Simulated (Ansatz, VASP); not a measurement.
**One calculation of Pb, two programs**

```xyz
1
Lattice="0.0000 2.4698 2.5809 2.4698 0.0000 2.5809 2.4698 2.4698 0.0000" Properties=species:S:1:pos:R:3 pbc="T T T"
Pb    0.0000    0.0000    0.0000
```

Change from the starting cell: strain +0.0450 x Voigt [0, 0, 1, 0, 0, 0], atoms carried along.

Alike in both runs: task single point; functional PBE; k mesh 16 × 16 × 16; occupations gaussian, width 0.15 eV; no spin polarisation.

|  | VASP | Ansatz |
| --- | --- | --- |
| version | VASP 6.6.1 | Ansatz 0.2.0 |
| potentials or method | VASP PAW PBE potentials, release 64 (Pb_d), cutoff 520 eV | scalar-relativistic, plane waves, PAW |
| valence electrons in the cell | 14 | 14 |

```csv
,VASP,Ansatz,Ansatz less VASP
gap on the k mesh at the Fermi level (eV),none,none,-
pressure (GPa),0.5,0.6,+0.07
"traceless stress, the component that is largest in VASP (GPa)",-0.44,-0.44,-0.002
```

A gap of «none» marks a metal or a gap that the smearing closes.

Neither program's run includes spin-orbit coupling.
